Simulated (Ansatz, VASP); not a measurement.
# One calculation of Sc, two programs

```
Sc
1.0
    -1.69506    1.69506    1.69506
     1.69506   -1.69506    1.69506
     1.69506    1.69506   -1.69506
Sc
1
Cartesian
  0.0000 0.0000 0.0000
```

Alike in both runs: functional PBEsol; k mesh 14 × 14 × 14; occupations fermi-dirac, width 0.0134 eV; no spin polarisation.

Ansatz relaxed the structure, and its values are those at the end. VASP's run is a single point on that final structure, the one shown.

|  | VASP | Ansatz |
| --- | --- | --- |
| version | VASP 6.6.1 | Ansatz 0.2.0 |
| potentials or method | VASP PAW PBE potentials, release 64 (Sc_sv), cutoff 520 eV | PAW plane waves |
| valence electrons in the cell | 11 | 11 |

VASP gave:

| Quantity | Value |
| --- | --- |
| pressure (GPa) | 15.3 |

What did Ansatz give for the same quantities?

Pressure (GPa): 15.2.

VASP's potentials were made for PBE, not for PBEsol. Ansatz's warnings: stress scf threshold loose.
